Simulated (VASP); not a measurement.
# SrO (I4/mmm) in VASP: a series of runs

SrO is run at these levels: r2SCAN; tasks: single point.

All numbers are computed with VASP 6.6.1; they aren't measurements. Logs are shortened: lines on timing, memory, paths and dates and some standing lists are left out, and cuts for length are marked.

**1. The cell of the first run**

It takes space group I4/mmm (No. 139, tetragonal). Conventional cell: a = 3.631 Å, b = 3.631 Å, c = 5.172 Å, α = 90.00°, β = 90.00°, γ = 90.00°. Sr (site symmetry 4/mmm) has 6 O at 2.57 to 2.59 Å within 3.4 Å. O (site symmetry 4/mmm) has 6 Sr at 2.57 to 2.59 Å within 3.4 Å.

**2. Single point, r2SCAN (in-plane strain -0.005, then relaxed in part)**

File POSCAR:

```
SrO
1.0
    2.5674132325      2.5674132325      0.0000000000
   -2.5674132325      2.5674132325      0.0000000000
    0.0000000000      2.5674132325      2.5862056082
Sr O
1 1
Direct
    0.5000000000      0.5000000000      0.0000000000
    0.0000000000      0.0000000000      0.0000000000
```

File INCAR.step1:

```
SYSTEM = SrO
ALGO = Normal ; EDIFF = 1E-4
ENCUT = 520 ; GGA = PE
ISMEAR = 0 ; LASPH = .TRUE.
LCHARG = .FALSE. ; LREAL = .FALSE.
LWAVE = .TRUE. ; NBANDS = 15
NELM = 100 ; PREC = Accurate
SIGMA = 0.01
```

File INCAR.step2:

```
SYSTEM = SrO
ALGO = Normal ; EDIFF = 1E-6
ENCUT = 520 ; ISIF = 2
ISMEAR = 0 ; ISTART = 1
LASPH = .TRUE. ; LCHARG = .FALSE.
LMIXTAU = .TRUE. ; LREAL = .FALSE.
LWAVE = .FALSE. ; METAGGA = R2SCAN
NBANDS = 15 ; NELM = 100
PREC = Accurate ; SIGMA = 0.01
```

File KPOINTS:

```
k-points
0
G
  8 8 8
  0 0 0
```

Potentials or basis: VASP PAW PBE potentials, release 64 (Sr_sv, O).

Run with:

```
> cat potpaw_PBE.64/Sr_sv/POTCAR potpaw_PBE.64/O/POTCAR > POTCAR
> cp INCAR.step1 INCAR
> mpirun -np 1 vasp_std > vasp.out
> cp INCAR.step2 INCAR
> mpirun -np 1 vasp_std > vasp.out
```

OUTCAR:

```text
SYSTEM = SrO
   EDIFF = 1E-6
   ENCUT = 520
   ISIF = 2
   ISMEAR = 0
   ISTART = 1
   LASPH = .TRUE.
   LREAL = .FALSE.
   METAGGA = R2SCAN
   NELM = 100
   PREC = Accurate

 ion  position               nearest neighbor table
   1  0.500  0.500  0.000-   2 2.57   2 2.57   2 2.57   2 2.57   2 2.59   2 2.59
   2  0.000  0.000  0.000-   1 2.57   1 2.57   1 2.57   1 2.57   1 2.59   1 2.59

  LATTYP: Found a body centered tetragonal cell.
 ALAT       =     3.6308706136
 C/A-ratio  =     1.4245650057

  Lattice vectors:

 A1 = (   2.5674132325,   0.0000000000,  -2.5862056082)
 A2 = (  -2.5674132325,   0.0000000000,  -2.5862056082)
 A3 = (   0.0000000000,   2.5674132325,   2.5862056082)

Analysis of symmetry for initial positions (statically):
=====================================================================
 Subroutine PRICEL returns:
 Original cell was already a primitive cell.

 Routine SETGRP: Setting up the symmetry group for a
 body centered tetragonal supercell.

 Subroutine GETGRP returns: Found 16 space group operations
 (whereof 16 operations were pure point group operations)
 out of a pool of 16 trial point group operations.

The static configuration has the point symmetry D_4h.

Analysis of symmetry for dynamics (positions and initial velocities):
=====================================================================
 Subroutine PRICEL returns:
 Original cell was already a primitive cell.

 Routine SETGRP: Setting up the symmetry group for a
 body centered tetragonal supercell.

 Subroutine GETGRP returns: Found 16 space group operations
 (whereof 16 operations were pure point group operations)
 out of a pool of 16 trial point group operations.

The dynamic configuration has the point symmetry D_4h.

 Subroutine INISYM returns: Found 16 space group operations
 (whereof 16 operations are pure point group operations),
 and found     1 'primitive' translations

----------------------------------------------------------------------------------------

                                     Primitive cell

  volume of cell :      34.0945

  direct lattice vectors                    reciprocal lattice vectors
     2.567413232  2.567413232  0.000000000     0.194748548  0.194748548 -0.193333430
    -2.567413232  2.567413232  0.000000000    -0.194748548  0.194748548 -0.193333430
     0.000000000  2.567413232  2.586205608     0.000000000  0.000000000  0.386666859

  length of vectors
     3.630870614  3.630870614  3.644183057     0.336499345  0.336499345  0.386666859

  position of ions in fractional coordinates (direct lattice)
     0.500000000  0.500000000  0.000000000
     0.000000000  0.000000000  0.000000000

  ion indices of the primitive-cell ions
   primitive index   ion index
                 1           1
                 2           2

----------------------------------------------------------------------------------------

 KPOINTS: k-points

Automatic generation of k-mesh.
 Grid dimensions read from file:
 generate k-points for:    8    8    8

 Generating k-lattice:

  Cartesian coordinates                     Fractional coordinates (reciprocal lattice)
     0.024343569  0.024343569 -0.024166679     0.125000000  0.000000000  0.000000000
    -0.024343569  0.024343569 -0.024166679     0.000000000  0.125000000  0.000000000
     0.000000000  0.000000000  0.048333357     0.000000000  0.000000000  0.125000000

  Length of vectors
     0.042062418  0.042062418  0.048333357

  Shift w.r.t. Gamma in fractional coordinates (k-lattice)
     0.000000000  0.000000000  0.000000000

 Subroutine IBZKPT returns following result:
 ===========================================

 Found     59 irreducible k-points:

 Following reciprocal coordinates:
            Coordinates               Weight
  0.000000  0.000000  0.000000      1.000000
  0.125000  0.000000 -0.000000      8.000000
  0.250000  0.000000 -0.000000      8.000000
  0.375000  0.000000  0.000000      8.000000
  0.500000  0.000000 -0.000000      4.000000
  0.125000  0.125000 -0.000000      8.000000
[... 16 lines left out ...]
  0.250000  0.000000  0.125000      4.000000
  0.375000  0.000000  0.125000      8.000000
 [... further k-points ...]
   k-points           NKPTS =     59   k-points in BZ     NKDIM =     59   number of bands    NBANDS=     15
   number of dos      NEDOS =    301   number of ions     NIONS =      2
   total plane-waves  NPLWV =  21952
   dimension x,y,z NGX =    28 NGY =   28 NGZ =   28
   dimension x,y,z NGXF=    56 NGYF=   56 NGZF=   56
   ions per type =               1   1
   NGX,Y,Z   is equivalent  to a cutoff of  12.82, 12.82, 12.77 a.u.
   NGXF,Y,Z  is equivalent  to a cutoff of  25.64, 25.64, 25.55 a.u.
 SYSTEM =  SrO
   PREC   = accura    normal or accurate (medium, high low for compatibility)
   ISTART =      1    job   : 0-new  1-cont  2-samecut
   ICHARG =      0    charge: 1-file 2-atom 10-const
   ISPIN  =      1    spin polarized calculation?
   LNONCOLLINEAR =      F non collinear calculations
   LSORBIT =      F    spin-orbit coupling
   LASPH  =      T    aspherical Exc in radial PAW
   ENCUT  =  520.0 eV  38.22 Ry    6.18 a.u.   6.75  6.75  6.78*2*pi/ulx,y,z
   NELM   =    100;   NELMIN=  2; NELMDL=  0     # of ELM steps
   EDIFF  = 0.1E-05   stopping-criterion for ELM
   LREAL  =      F    real-space projection
   EDIFFG = 0.1E-04   stopping-criterion for IOM
   NSW    =      0    number of steps for IOM
   IBRION =     -1    ionic relax: 0-MD 1-quasi-New 2-CG
   NFREE  =      0    steps in history (QN), initial steepest desc. (CG)
   ISIF   =      2    stress and relaxation
   ISYM   =      2    0-nonsym 1-usesym 2-fastsym
   POTIM  = 0.5000    time-step for ionic-motion
   TEBEG  =    0.0;   TEEND  =   0.0 temperature during run
   PSTRESS=    0.0 pullay stress
   NELECT =      16.0000    total number of electrons
   NUPDOWN=      -1.0000    fix difference up-down
   EMIN   =  10.00;   EMAX   =-10.00  energy-range for DOS
   EFERMI =   0.00;   METHOD = LEGACY
   ISMEAR =     0;   SIGMA  =   0.01  broadening in eV -4-tet -1-fermi 0-gaus
   EFERMI_NEDOS =   21; number of points for ismear=-14 and -15
   IALGO  =     38    algorithm
   IMIX   =      4    mixing-type and parameters
     AMIX     =   0.40;   BMIX     =  1.00
     AMIX_MAG =   1.60;   BMIX_MAG =  1.00
  volume/ion in A,a.u.               =      17.05       115.04
  Fermi-wavevector in a.u.,A,eV,Ry     =   1.272194  2.404098 22.020719  1.618477
  Thomas-Fermi vector in A             =   2.405086
   LORBIT       =      0    0 simple, 1 ext, 2 COOP (PROOUT), +10 PAW based schemes
   METAGGA = R2SCAN    functional components
   LHFCALC =     F    Hartree Fock is set to
   AEXX    =    0.0000 exact exchange contribution
   IVDW    =     0    specifies the selected vdW correction
   LEPSILON=     F    determine dielectric tensor
   LRPA    =     F    only Hartree local field effects (RPA)
 non-spin polarized calculation
 Gauss-broadening in eV      SIGMA  =   0.01
  energy-cutoff  :      520.00
  volume of cell :       34.09
 maximum number of plane-waves:       941
   NGX = 13   NGY = 13   NGZ = 13

 number of electron      15.9999997 magnetization

 Free energy of the ion-electron system (eV)
  ---------------------------------------------------
  ext. energy  EPLUGINS =         0.00000000
  ---------------------------------------------------
  free energy    TOTEN  =       -27.05357866 eV

  energy without entropy =      -27.05357866  energy(sigma->0) =      -27.05357866

 E-fermi :   1.4652     XC(G=0): -10.5700

 val. band max:        1.3358429755   @ k =   0.0000   0.0000   0.0000
 cond. band min:       5.0623071705   @ k =   0.5000   0.5000  -0.0000
 fundamental gap:      3.7264641950
 Fermi energy:         1.4651519950

 k-point     1 :       0.0000    0.0000    0.0000
  band No.  band energies     occupation
      1     -32.1551      2.00000
      2     -14.6971      2.00000
      3     -13.1860      2.00000
      4     -13.1794      2.00000
      5     -13.1794      2.00000
      6       1.3106      2.00000
      7       1.3358      2.00000
      8       1.3358      2.00000
      9       5.9622      0.00000
     10       8.0622      0.00000
     11       8.1164      0.00000
     12       8.1164      0.00000
     13      10.3640      0.00000
     14      10.4625      0.00000
     15      14.6110      0.00000

 k-point     2 :       0.1250    0.0000   -0.0000
  band No.  band energies     occupation
      1     -32.1353      2.00000
      2     -14.9862      2.00000
      3     -13.1963      2.00000
      4     -13.1898      2.00000
      5     -12.9407      2.00000
      6       0.9024      2.00000
      7       1.1285      2.00000
      8       1.1417      2.00000
      9       6.6444      0.00000
     10       7.9366      0.00000
     11       8.3945      0.00000
     12       8.4249      0.00000
     13      10.7738      0.00000
     14      10.8756      0.00000
     15      15.6290      0.00000

 k-point     3 :       0.2500    0.0000   -0.0000
  band No.  band energies     occupation
      1     -32.0869      2.00000
      2     -15.4994      2.00000
      3     -13.2257      2.00000
      4     -13.2148      2.00000
      5     -12.5456      2.00000
      6       0.1009      2.00000
      7       0.7124      2.00000
      8       0.7192      2.00000
      9       7.8563      0.00000
     10       8.1879      0.00000
     11       9.2446      0.00000
     12       9.2636      0.00000
     13      11.8047      0.00000
     14      11.9112      0.00000
     15      17.6598      0.00000
[... 343 lines left out ...]
 k-point    23 :       0.2500    0.0000    0.1250
  band No.  band energies     occupation
      1     -32.1057      2.00000
      2     -15.2861      2.00000
      3     -13.2965      2.00000
      4     -13.1784      2.00000
      5     -12.6745      2.00000
      6       0.3539      2.00000
      7       0.7727      2.00000
      8       1.1478      2.00000
      9       7.4103      0.00000
     10       7.6551      0.00000
     11       8.6750      0.00000
     12       9.3210      0.00000
     13      11.1789      0.00000
     14      11.7126      0.00000
     15      16.9985      0.00000

 k-point    24 :       0.3750    0.0000    0.1250
  band No.  band energies     occupation
      1     -32.0573      2.00000
      2     -15.6549      2.00000
      3     -13.3846      2.00000
      4     -13.2038      2.00000
      5     -12.4165      2.00000
      6      -0.2122      2.00000
      7       0.4145      2.00000
      8       0.8555      2.00000
      9       7.7583      0.00000
     10       8.6219      0.00000
     11       9.4724      0.00000
     12      10.3165      0.00000
     13      12.3586      0.00000
     14      12.7641      0.00000
     15      18.2680      0.00000

 [... further k-points ...]

------------------------ aborting loop because EDIFF is reached ----------------------------------------

  FORCE on cell =-STRESS in cart. coord.  units (eV):
  Direction    XX          YY          ZZ          XY          YZ          ZX
  --------------------------------------------------------------------------------------
  -------------------------------------------------------------------------------------
  Total        0.3406972      0.3406972      0.1150453      0.0000000     -0.0000000      0.0000000
  in kB       16.0101190     16.0101190      5.4062335      0.0000000     -0.0000000      0.0000000
  external PRESSURE =      12.4754905 kB  Pullay stress =       0.0000000 kB

 VOLUME and BASIS-vectors are now :
 -----------------------------------------------------------------------------
  energy-cutoff  :      520.00
  volume of cell :       34.09
      direct lattice vectors                 reciprocal lattice vectors
     2.567413232  2.567413232  0.000000000     0.194748548  0.194748548 -0.193333430
    -2.567413232  2.567413232  0.000000000    -0.194748548  0.194748548 -0.193333430
     0.000000000  2.567413232  2.586205608     0.000000000  0.000000000  0.386666859

 POSITION                                       TOTAL-FORCE (eV/Angst)
 -----------------------------------------------------------------------------------
      0.00000      2.56741      0.00000         0.000000      0.000000      0.000000
      0.00000      0.00000      0.00000         0.000000     -0.000000      0.000000
 -----------------------------------------------------------------------------------
    total drift:                               -0.000000      0.000000     -0.000000

  FREE ENERGIE OF THE ION-ELECTRON SYSTEM (eV)
  ---------------------------------------------------
  free  energy   TOTEN  =       -27.0535786572 eV

  energy  without entropy=      -27.0535786572  energy(sigma->0) =      -27.05357866
```

It took 69 s on 1 thread of Intel Xeon 6975P-C (Granite Rapids), shared host; peak memory 0.18 GiB.

What came out:

```
Free energy            : -27.0536 eV
Pressure               : 1.2 GPa
Band gap on the k mesh : 3.73 eV (least direct gap 3.81 eV)
```

Stress tensor (GPa, compression positive):
```
1.60 0.00 0.00
0.00 1.60 0.00
0.00 0.00 0.54
```

Caveat: the cell differs from its parent crystal (in-plane strain -0.005, then relaxed in part); the PAW data sets were made with another functional, which shifts forces and pressure a little.

**3. Single point, r2SCAN (in-plane strain -0.005)**

POSCAR, as its differences from that of step 2:

```diff
@@ -4,3 +4,3 @@
    -2.5674132325      2.5674132325      0.0000000000
-    0.0000000000      2.5674132325      2.5862056082
+    0.0000000000      2.5674132325      2.5880557510
 Sr O
```

File INCAR.step1:

```
PREC = Accurate
ENCUT = 520
ISMEAR = 0
SIGMA = 0.01
LREAL = False
LASPH = True
NELM = 60
NBANDS = 15
GGA = PE
ALGO = Normal
EDIFF = 1E-4
LWAVE = True
LCHARG = False
```

File INCAR.step2:

```
PREC = Accurate
ENCUT = 520
EDIFF = 1E-6
ISMEAR = 0
SIGMA = 0.01
LREAL = False
LASPH = True
NELM = 60
ALGO = Normal
ISIF = 2
LWAVE = False
LCHARG = True
METAGGA = R2SCAN
LMIXTAU = True
LELF = True
LVHAR = True
NBANDS = 15
ISTART = 1
```

File KPOINTS:

```
regular mesh
0
Gamma
  8 8 8
```

Potentials or basis: VASP PAW PBE potentials, release 64 (Sr_sv, O).

Run with:

```
> cat potpaw_PBE.64/Sr_sv/POTCAR potpaw_PBE.64/O/POTCAR > POTCAR
> cp INCAR.step1 INCAR
> mpirun -np 1 vasp_std > vasp.out
> cp INCAR.step2 INCAR
> mpirun -np 1 vasp_std > vasp.out
```

Run time: 66 s. Hardware: 1 thread of Intel Xeon 6975P-C (Granite Rapids), shared host; peak memory 0.18 GiB.

The run converged. Its results:

```
Free energy            : -27.0537 eV
Pressure               : 1.2 GPa
Band gap on the k mesh : 3.73 eV (least direct gap 3.81 eV)
```

Stress tensor (GPa, compression positive):
```
1.57 0.00 0.00
0.00 1.57 0.00
0.00 0.00 0.41
```

Levels at points of the mesh, in eV from the valence-band top:
```
           k point  band 5  band 6  band 7  band 8  band 9  band 10  band 11  band 12
(0.00, 0.00, 0.00)  -14.52   -0.03    0.00    0.00    4.62     6.72     6.78     6.78
(0.50, 0.00, 0.00)  -13.50   -2.12   -1.13   -1.13    7.09     9.04     9.45     9.46
(0.50, 0.50, 0.00)  -14.88   -0.43   -0.12   -0.09    3.73     8.48    10.88    11.08
(0.00, 0.00, 0.50)  -14.87   -0.48   -0.09   -0.09    3.76     8.48    10.89    11.05
```

Caveat: the cell differs from its parent crystal (in-plane strain -0.005); the PAW data sets were made with another functional, which shifts forces and pressure a little. A k mesh can miss the band edges.
